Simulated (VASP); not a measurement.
# SiC (F-43m) in VASP: further runs

The runs below take SiC through relaxation of cell and atoms, single point, with PBE.

All numbers are computed with VASP 6.6.1; they aren't measurements. Logs are shortened: lines on timing, memory, paths and dates and some standing lists are left out, and cuts for length are marked.

## 1. The cell of the first run

The structure is cubic, space group F-43m (No. 216). The conventional cell has a = 4.380 Å, b = 4.380 Å, c = 4.380 Å, α = 90.00°, β = 90.00°, γ = 90.00°. Within 2.5 Å of Si (site symmetry -43m) lie 4 C at 1.90 Å. C (site symmetry -43m) has 4 Si at 1.90 Å within 2.5 Å.

## 2. Relaxation of cell and atoms, PBE, target pressure 3 GPa, at which the enthalpy is minimised

INCAR

```
SYSTEM = SiC
PREC = Accurate
ENCUT = 600
EDIFF = 1E-7
ISMEAR = 0
SIGMA = 0.01
LREAL = .FALSE.
LASPH = .TRUE.
NELM = 120
ALGO = Normal
ISIF = 3
LWAVE = .FALSE.
LCHARG = .FALSE.
GGA = PE
IBRION = 2
NSW = 80
EDIFFG = -0.001
PSTRESS = 30.0
GGA_COMPAT = .FALSE.
NELMIN = 4
```

KPOINTS

```
regular mesh
0
G
  12 12 12
  0 0 0
```

POSCAR

```
SiC
1.0
    0.0000000000      2.1898640989      2.1898640989
    2.1898640989      0.0000000000      2.1898640989
    2.1898640989      2.1898640989      0.0000000000
Si C
1 1
Direct
    0.0000000000      0.0000000000      0.0000000000
    0.7500000000      0.7500000000      0.7500000000
```

Potentials or basis: VASP PAW PBE potentials, release 64 (Si, C).

Command:

```sh
cat potpaw_PBE.64/Si/POTCAR potpaw_PBE.64/C/POTCAR > POTCAR
mpirun -np 1 vasp_std > vasp.out
```

OUTCAR:

```text
SYSTEM = SiC
   PREC = Accurate
   ENCUT = 600
   EDIFF = 1E-7
   ISMEAR = 0
   LREAL = .FALSE.
   LASPH = .TRUE.
   NELM = 120
   ISIF = 3
   GGA = PE
   IBRION = 2
   NSW = 80
   EDIFFG = -0.001
   PSTRESS = 30.0
   NELMIN = 4

 ion  position               nearest neighbor table
   1  0.000  0.000  0.000-   2 1.90   2 1.90   2 1.90   2 1.90
   2  0.750  0.750  0.750-   1 1.90   1 1.90   1 1.90   1 1.90

  LATTYP: Found a face centered cubic cell.
 ALAT       =     4.3797281978

  Lattice vectors:

 A1 = (   0.0000000000,   2.1898640989,   2.1898640989)
 A2 = (   2.1898640989,   0.0000000000,   2.1898640989)
 A3 = (   2.1898640989,   2.1898640989,   0.0000000000)

Analysis of symmetry for initial positions (statically):
=====================================================================
 Subroutine PRICEL returns:
 Original cell was already a primitive cell.

 Routine SETGRP: Setting up the symmetry group for a
 face centered cubic supercell.

 Subroutine GETGRP returns: Found 24 space group operations
 (whereof 24 operations were pure point group operations)
 out of a pool of 48 trial point group operations.

The static configuration has the point symmetry T_d .

Analysis of symmetry for dynamics (positions and initial velocities):
=====================================================================
 Subroutine PRICEL returns:
 Original cell was already a primitive cell.

 Routine SETGRP: Setting up the symmetry group for a
 face centered cubic supercell.

 Subroutine GETGRP returns: Found 24 space group operations
 (whereof 24 operations were pure point group operations)
 out of a pool of 48 trial point group operations.

The dynamic configuration has the point symmetry T_d .

 Subroutine INISYM returns: Found 24 space group operations
 (whereof 24 operations are pure point group operations),
 and found     1 'primitive' translations

----------------------------------------------------------------------------------------

                                     Primitive cell

  volume of cell :      21.0030

  direct lattice vectors                    reciprocal lattice vectors
     0.000000000  2.189864099  2.189864099    -0.228324671  0.228324671  0.228324671
     2.189864099  0.000000000  2.189864099     0.228324671 -0.228324671  0.228324671
     2.189864099  2.189864099  0.000000000     0.228324671  0.228324671 -0.228324671

  length of vectors
     3.096935508  3.096935508  3.096935508     0.395469931  0.395469931  0.395469931

  position of ions in fractional coordinates (direct lattice)
     0.000000000  0.000000000  0.000000000
[... 89 lines left out ...]
   NELECT =       8.0000    total number of electrons
   NUPDOWN=      -1.0000    fix difference up-down
   EMIN   =  10.00;   EMAX   =-10.00  energy-range for DOS
   EFERMI =   0.00;   METHOD = LEGACY
   ISMEAR =     0;   SIGMA  =   0.01  broadening in eV -4-tet -1-fermi 0-gaus
   EFERMI_NEDOS =   21; number of points for ismear=-14 and -15
   IALGO  =     38    algorithm
   IMIX   =      4    mixing-type and parameters
     AMIX     =   0.40;   BMIX     =  1.00
     AMIX_MAG =   1.60;   BMIX_MAG =  1.00
  volume/ion in A,a.u.               =      10.50        70.87
  Fermi-wavevector in a.u.,A,eV,Ry     =   1.186709  2.242555 19.160797  1.408279
  Thomas-Fermi vector in A             =   2.322876
   LORBIT       =      0    0 simple, 1 ext, 2 COOP (PROOUT), +10 PAW based schemes
   GGA     = PE    functional components
   LHFCALC =     F    Hartree Fock is set to
   AEXX    =    0.0000 exact exchange contribution
   IVDW    =     0    specifies the selected vdW correction
   LEPSILON=     F    determine dielectric tensor
   LRPA    =     F    only Hartree local field effects (RPA)
 conjugate gradient relaxation of ions
 non-spin polarized calculation
 Gauss-broadening in eV      SIGMA  =   0.01
  energy-cutoff  :      600.00
  volume of cell :       21.00
 maximum number of plane-waves:       725
 NGX is ok and might be reduce to    28

--------------------------------------- Ionic step        1  -------------------------------------------

 number of electron       8.0000000 magnetization

 Free energy of the ion-electron system (eV)
  ---------------------------------------------------
  ext. energy  EPLUGINS =         0.00000000
  ---------------------------------------------------
  free energy    TOTEN  =       -15.06231727 eV

  energy without entropy =      -15.06231727  energy(sigma->0) =      -15.06231727

------------------------ aborting loop because EDIFF is reached ----------------------------------------

  FORCE on cell =-STRESS in cart. coord.  units (eV):
  Direction    XX          YY          ZZ          XY          YZ          ZX
  --------------------------------------------------------------------------------------
  -------------------------------------------------------------------------------------
  Total       -0.0242754     -0.0242754     -0.0242754     -0.0000000      0.0000000      0.0000000
  in kB       -1.8518097     -1.8518097     -1.8518097     -0.0000000      0.0000000      0.0000000
  external PRESSURE =     -31.8518097 kB  Pullay stress =      30.0000000 kB
[... 63 lines left out ...]
--------------------------------------- Ionic step        3  -------------------------------------------

 number of electron       8.0000000 magnetization

 Free energy of the ion-electron system (eV)
  ---------------------------------------------------
  ext. energy  EPLUGINS =         0.00000000
  ---------------------------------------------------
  free energy    TOTEN  =       -15.05968316 eV

  energy without entropy =      -15.05968316  energy(sigma->0) =      -15.05968316

 E-fermi :   8.2060     XC(G=0): -11.3550

 val. band max:        8.1029315512   @ k =   0.0000   0.0000   0.0000
 cond. band min:       9.4608361796   @ k =   0.5000   0.5000   0.0000
 fundamental gap:      1.3579046284
 Fermi energy:         8.2060335651

 k-point     1 :       0.0000    0.0000    0.0000
  band No.  band energies     occupation
      1      -7.2979      2.00000
      2       8.1029      2.00000
      3       8.1029      2.00000
      4       8.1029      2.00000
      5      14.3333      0.00000
      6      15.4093      0.00000
      7      15.4093      0.00000
      8      15.4093      0.00000
[... 243 lines left out ...]
 k-point    24 :      -0.4167    0.1667    0.0000
  band No.  band energies     occupation
      1      -3.4103      2.00000
      2       0.0969      2.00000
      3       5.0181      2.00000
      4       6.5923      2.00000
      5      13.2485      0.00000
      6      15.8338      0.00000
      7      16.6449      0.00000
      8      19.2782      0.00000

 [... further k-points ...]
[... 5 lines left out ...]
  --------------------------------------------------------------------------------------
  -------------------------------------------------------------------------------------
  Total        0.3876718      0.3876718      0.3876718     -0.0000000     -0.0000000      0.0000000
  in kB       30.0092583     30.0092583     30.0092583     -0.0000000     -0.0000000      0.0000000
  external PRESSURE =       0.0092583 kB  Pullay stress =      30.0000000 kB
[... 21 lines left out ...]
  energy  without entropy=      -15.0596831612  energy(sigma->0) =      -15.05968316

  enthalpy is  TOTEN    =       -14.6721309280 eV   P V=        0.3875522332

 reached required accuracy - stopping structural energy minimisation
```

OSZICAR:

```text
N       E                     dE             d eps       ncg     rms          rms(c)
DAV:   1     0.655581500787E+01    0.65558E+01   -0.43500E+03  1208   0.940E+02
DAV:   2    -0.164748315778E+02   -0.23031E+02   -0.22010E+02  1680   0.113E+02
DAV:   3    -0.168740467992E+02   -0.39922E+00   -0.39922E+00  1336   0.183E+01
[... 25 lines left out ...]
DAV:   4    -0.150596853624E+02    0.44210E-04   -0.57859E-05  1248   0.469E-02    0.169E-02
DAV:   5    -0.150596835650E+02    0.17974E-05   -0.16340E-06  1744   0.105E-02    0.960E-03
DAV:   6    -0.150596829758E+02    0.58926E-06   -0.14830E-07  1144   0.331E-03    0.165E-03
DAV:   7    -0.150596831060E+02   -0.13022E-06   -0.23876E-08   632   0.106E-03    0.286E-04
DAV:   8    -0.150596831612E+02   -0.55201E-07   -0.21135E-09   616   0.437E-04
   3 F= -.14672131E+02 E0= -.14672131E+02  d E =-.308487E-02
```

Run time: 20 s. Hardware: 1 thread of Intel Xeon Platinum 8559C (Emerald Rapids), shared host; peak memory 0.16 GiB.

What came out:

```
Free energy                                            : -15.0597 eV
Relaxed volume                                         : 10.35 Å³/atom
Relaxed cell                                           : a = 3.082 Å, b = 3.082 Å, c = 3.082 Å, α = 60.00°, β = 60.00°, γ = 60.00°
Space group after relaxing (to 0.05 Å)                 : F-43m (No. 216)
Energy change on relaxing (the enthalpy is what falls) : +1.3 meV/atom
Ionic steps                                            : 3
Pressure after relaxing                                : 3.0 GPa
Band gap on the k mesh                                 : 1.36 eV, indirect (least direct gap 4.54 eV)
```

Step by step:
| step | energy change (eV) | largest force (eV/Å) | pressure (GPa) | volume (Å³) |
| --- | --- | --- | --- | --- |
| 1 | 0.0000 | 0.0000 | -0.19 | 21.00 |
| 2 | 0.0123 | 0.0000 | 6.63 | 20.37 |
| 3 | 0.0026 | 0.0000 | 3.00 | 20.70 |

Final structure:
```cif
data_structure
_symmetry_space_group_name_H-M 'P 1'
_symmetry_Int_Tables_number 1
_cell_length_a 3.0819
_cell_length_b 3.0819
_cell_length_c 3.0819
_cell_angle_alpha 60.000
_cell_angle_beta 60.000
_cell_angle_gamma 60.000
_cell_volume 20.70
loop_
_atom_site_label
_atom_site_type_symbol
_atom_site_fract_x
_atom_site_fract_y
_atom_site_fract_z
_atom_site_occupancy
Si1 Si 0.00000 0.00000 0.00000 1
C1 C 0.75000 0.75000 0.75000 1
```

Levels at points of the mesh, in eV from the valence-band top:
| k point | band 2 | band 3 | band 4 | band 5 | band 6 | band 7 |
| --- | --- | --- | --- | --- | --- | --- |
| (0.00, 0.00, 0.00) | 0.00 | 0.00 | 0.00 | 6.23 | 7.31 | 7.31 |
| (0.50, 0.00, 0.00) | -8.53 | -1.05 | -1.05 | 5.43 | 7.23 | 7.23 |
| (0.50, 0.50, 0.00) | -7.79 | -3.18 | -3.18 | 1.36 | 4.32 | 14.03 |

Caveat: the cell is relaxed towards a set pressure, so the enthalpy falls and the energy may rise.

## 3. Single point, PBE

This run uses another cell than the first one: it holds 12 atoms, not 2.

INCAR

```
SYSTEM = SiC
ALGO = Normal
EDIFF = 1E-6
ENCUT = 520
GGA = PE
ISIF = 2
ISMEAR = 0
LASPH = .TRUE.
LCHARG = .TRUE.
LELF = .TRUE.
LREAL = .FALSE.
LVHAR = .TRUE.
LWAVE = .FALSE.
NBANDS = 36
NELM = 100
PREC = Accurate
SIGMA = 0.05
```

KPOINTS

```
k-points
0
G
  10 10 2
  0 0 0
```

POSCAR

```
SiC
1.0
    2.1898640950     -2.1898640950      0.0000000000
    2.1898640950      0.0000000000     -2.1898640950
    8.7594563799      8.7594563799      8.7594563799
Si C
6 6
Direct
    1.0000000000      0.0000000000      0.5000000000
    0.3333333333      0.3333333333      0.3333333333
    0.6666666667      0.6666666667      0.6666666667
    1.0000000000      1.0000000000      0.0000000000
    0.3333333333      0.3333333333      0.8333333333
    0.6666666667      0.6666666667      0.1666666667
    0.6666666667      0.6666666667      0.5416666667
    0.0000000000      0.0000000000      0.3750000000
    0.3333333333      0.3333333333      0.7083333333
    0.6666666667      0.6666666667      0.0416666667
    0.0000000000      0.0000000000      0.8750000000
    0.3333333333      0.3333333333      0.2083333333
```

Potentials or basis: VASP PAW PBE potentials, release 64 (Si, C).

Command:

```sh
cat potpaw_PBE.64/Si/POTCAR potpaw_PBE.64/C/POTCAR > POTCAR
mpirun -np 1 vasp_std > vasp.out
```

Wall time 2.1 min (1 thread of Intel Xeon Platinum 8259CL at 2.50GHz (Skylake/Cascade Lake), shared host); peak memory 0.28 GiB.

Results (log left out):

```yaml
Free_energy: -90.3655 eV
Pressure: -0.1 GPa
Band_gap_on_the_k_mesh: 1.37 eV
```

Levels at points of the mesh, in eV from the valence-band top:
| k point | band 21 | band 22 | band 23 | band 24 | band 25 | band 26 | band 27 | band 28 |
| --- | --- | --- | --- | --- | --- | --- | --- | --- |
| (0.00, 0.00, 0.00) | -0.33 | 0.00 | 0.00 | 0.00 | 5.30 | 5.55 | 5.55 | 6.06 |
| (0.50, 0.00, 0.00) | -1.74 | -1.74 | -1.05 | -1.05 | 1.37 | 2.72 | 2.72 | 4.27 |
| (0.00, 0.00, 0.50) | -0.09 | -0.09 | -0.09 | -0.09 | 5.36 | 5.36 | 5.86 | 5.86 |
| (0.50, 0.00, 0.50) | -1.59 | -1.59 | -1.25 | -1.25 | 1.84 | 1.84 | 3.71 | 3.71 |

## 4. Single point, PBE

This run uses another cell than the first one: it holds 12 atoms, not 2.

INCAR

```
SYSTEM = SiC
PREC = Accurate ; ENCUT = 520
EDIFF = 1E-6 ; ISMEAR = 0
SIGMA = 0.05 ; LREAL = .FALSE.
LASPH = .TRUE. ; NELM = 60
ALGO = Normal ; ISIF = 2
LWAVE = .FALSE. ; LCHARG = .FALSE.
GGA = PE ; NBANDS = 36
```

KPOINTS

```
regular mesh
0
G
  6 9 3
  0 0 0
```

POSCAR

```
SiC
1.0
    4.3797281900      0.0000000000      0.0000000000
    0.0000000000      2.1898640950     -2.1898640950
    0.0000000000      6.5695922850      6.5695922850
Si C
6 6
Direct
    0.0000000000      0.0000000000      0.3333333333
    0.5000000000      0.5000000000      0.5000000000
    0.0000000000      0.0000000000      0.6666666667
    0.5000000000      0.5000000000      0.8333333333
    0.0000000000      0.0000000000      1.0000000000
    0.5000000000      0.5000000000      0.1666666667
    0.7500000000      0.0000000000      0.5000000000
    0.2500000000      0.5000000000      0.6666666667
    0.7500000000      0.0000000000      0.8333333333
    0.2500000000      0.5000000000      1.0000000000
    0.7500000000      0.0000000000      0.1666666667
    0.2500000000      0.5000000000      0.3333333333
```

Potentials or basis: VASP PAW PBE potentials, release 64 (Si, C).

Command:

```sh
cat potpaw_PBE.64/Si/POTCAR potpaw_PBE.64/C/POTCAR > POTCAR
mpirun -np 1 vasp_std > vasp.out
```

OUTCAR:

```text
SYSTEM = SiC
   PREC = Accurate
   ENCUT = 520
   EDIFF = 1E-6
   ISMEAR = 0
   LREAL = .FALSE.
   LASPH = .TRUE.
   NELM = 60
   ISIF = 2
   GGA = PE

 ion  position               nearest neighbor table
   1  0.000  0.000  0.333-  11 1.90  12 1.90  12 1.90   7 1.90   6 3.10   6 3.10   6 3.10   6 3.10
                             5 3.10   2 3.10   2 3.10   2 3.10   2 3.10   3 3.10
   2  0.500  0.500  0.500-   7 1.90   7 1.90  12 1.90   8 1.90   4 3.10   6 3.10   1 3.10   1 3.10
                             3 3.10   3 3.10   1 3.10   3 3.10   1 3.10   3 3.10
   3  0.000  0.000  0.667-   9 1.90   8 1.90   8 1.90   7 1.90   4 3.10   4 3.10   4 3.10   4 3.10
                             5 3.10   2 3.10   2 3.10   2 3.10   2 3.10   1 3.10
   4  0.500  0.500  0.833-   8 1.90   9 1.90   9 1.90  10 1.90   3 3.10   3 3.10   3 3.10   3 3.10
                             2 3.10   5 3.10   5 3.10   5 3.10   5 3.10   6 3.10
   5  0.000  0.000  0.000-  10 1.90  10 1.90  11 1.90   9 1.90   1 3.10   3 3.10   4 3.10   4 3.10
                             6 3.10   6 3.10   4 3.10   6 3.10   4 3.10   6 3.10
   6  0.500  0.500  0.167-  12 1.90  11 1.90  11 1.90  10 1.90   1 3.10   1 3.10   1 3.10   1 3.10
                             2 3.10   5 3.10   5 3.10   5 3.10   5 3.10   4 3.10
   7  0.750  0.000  0.500-   2 1.90   2 1.90   3 1.90   1 1.90
   8  0.250  0.500  0.667-   4 1.90   3 1.90   3 1.90   2 1.90
[... 1152 lines left out ...]
     36      15.1979      0.00000

 [... further k-points ...]
[... 5 lines left out ...]
  --------------------------------------------------------------------------------------
  -------------------------------------------------------------------------------------
  Total       -0.0434937     -0.0356366     -0.0356366      0.0000000      0.0000560      0.0000000
  in kB       -0.5529733     -0.4530788     -0.4530788      0.0000000      0.0007119      0.0000000
  external PRESSURE =      -0.4863770 kB  Pullay stress =       0.0000000 kB

 VOLUME and BASIS-vectors are now :
 -----------------------------------------------------------------------------
  energy-cutoff  :      520.00
  volume of cell :      126.02
      direct lattice vectors                 reciprocal lattice vectors
     4.379728190  0.000000000  0.000000000     0.228324671  0.000000000  0.000000000
     0.000000000  2.189864095 -2.189864095     0.000000000  0.228324671 -0.228324671
     0.000000000  6.569592285  6.569592285     0.000000000  0.076108224  0.076108224

 POSITION                                       TOTAL-FORCE (eV/Angst)
 -----------------------------------------------------------------------------------
      0.00000      2.18986      2.18986        -0.000002      0.000000     -0.000000
      2.18986      4.37973      2.18986        -0.000002      0.000000      0.000000
      0.00000      4.37973      4.37973        -0.000002     -0.000000     -0.000000
      2.18986      6.56959      4.37973        -0.000002      0.000000      0.000000
      0.00000      0.00000      0.00000        -0.000002      0.000000      0.000000
      2.18986      2.18986      0.00000        -0.000002     -0.000000     -0.000000
      3.28480      3.28480      3.28480         0.000002     -0.000000     -0.000000
      1.09493      5.47466      3.28480         0.000002     -0.000000     -0.000000
      3.28480      5.47466      5.47466         0.000002     -0.000000      0.000000
      1.09493      1.09493     -1.09493         0.000002     -0.000000     -0.000000
      3.28480      1.09493      1.09493         0.000002     -0.000000     -0.000000
      1.09493      3.28480      1.09493         0.000002      0.000000     -0.000000
 -----------------------------------------------------------------------------------
    total drift:                                0.000029      0.000000      0.000000

  FREE ENERGIE OF THE ION-ELECTRON SYSTEM (eV)
  ---------------------------------------------------
  free  energy   TOTEN  =       -90.3651234213 eV

  energy  without entropy=      -90.3651234213  energy(sigma->0) =      -90.36512342
```

OSZICAR:

```text
N       E                     dE             d eps       ncg     rms          rms(c)
DAV:   1     0.126118651880E+03    0.12612E+03   -0.21693E+04  2880   0.119E+03
DAV:   2    -0.892278913290E+02   -0.21535E+03   -0.20175E+03  3748   0.211E+02
DAV:   3    -0.101063395126E+03   -0.11836E+02   -0.11750E+02  3776   0.471E+01
DAV:   4    -0.101243845912E+03   -0.18045E+00   -0.18005E+00  3664   0.662E+00
DAV:   5    -0.101247704801E+03   -0.38589E-02   -0.38555E-02  3680   0.930E-01    0.212E+01
DAV:   6    -0.906290874236E+02    0.10619E+02   -0.31675E+01  3576   0.207E+01    0.947E+00
DAV:   7    -0.904137832967E+02    0.21530E+00   -0.31180E+00  3896   0.669E+00    0.414E+00
DAV:   8    -0.903684937444E+02    0.45290E-01   -0.18352E-01  3496   0.174E+00    0.124E+00
DAV:   9    -0.903642972000E+02    0.41965E-02   -0.27851E-02  3636   0.763E-01    0.187E-01
DAV:  10    -0.903650026773E+02   -0.70548E-03   -0.24217E-03  3624   0.208E-01    0.944E-02
DAV:  11    -0.903651186813E+02   -0.11600E-03   -0.34123E-04  3520   0.968E-02    0.210E-02
DAV:  12    -0.903651224270E+02   -0.37457E-05   -0.13672E-05  3564   0.177E-02    0.828E-03
DAV:  13    -0.903651234213E+02   -0.99430E-06   -0.52071E-07  2644   0.344E-03
   1 F= -.90365123E+02 E0= -.90365123E+02  d E =-.503538E-17
```

Run time: 2.1 min. Hardware: 1 thread of Intel Xeon Platinum 8259CL at 2.50GHz (Skylake/Cascade Lake), shared host; peak memory 0.3 GiB.

What came out:

```
Free energy            : -90.3651 eV
Pressure               : 0.0 GPa
Band gap on the k mesh : 1.37 eV
```

A k mesh can miss the band edges.

## 5. The runs side by side

| task | cell | k mesh | cutoff (eV) | smearing | gap on the mesh (eV) | pressure (GPa) |
| --- | --- | --- | --- | --- | --- | --- |
| relaxation of cell and atoms | relaxed to 3 GPa from a = 3.097 Å, angles 60.0°, 2 atoms | 12 × 12 × 12 | 600 | gaussian 0.01 eV | 1.36 | 3.0 |
| single point | a = 3.097, b = 3.097, c = 15.172 Å, angles 90.0, 90.0, 60.0°, 12 atoms | 10 × 10 × 2 | 520 | gaussian 0.05 eV | 1.37 | -0.1 |
| single point | a = 4.380, b = 3.097, c = 9.291 Å, 12 atoms | 6 × 9 × 3 | 520 | gaussian 0.05 eV | 1.37 | 0.0 |

Alike in all rows: level PBE; potentials or basis VASP PAW PBE potentials, release 64 (Si, C); no spin polarisation.

Caveats: the cell is relaxed towards a set pressure, so the enthalpy falls and the energy may rise (some runs).

Absolute energies hang on the potentials; compare differences alone.
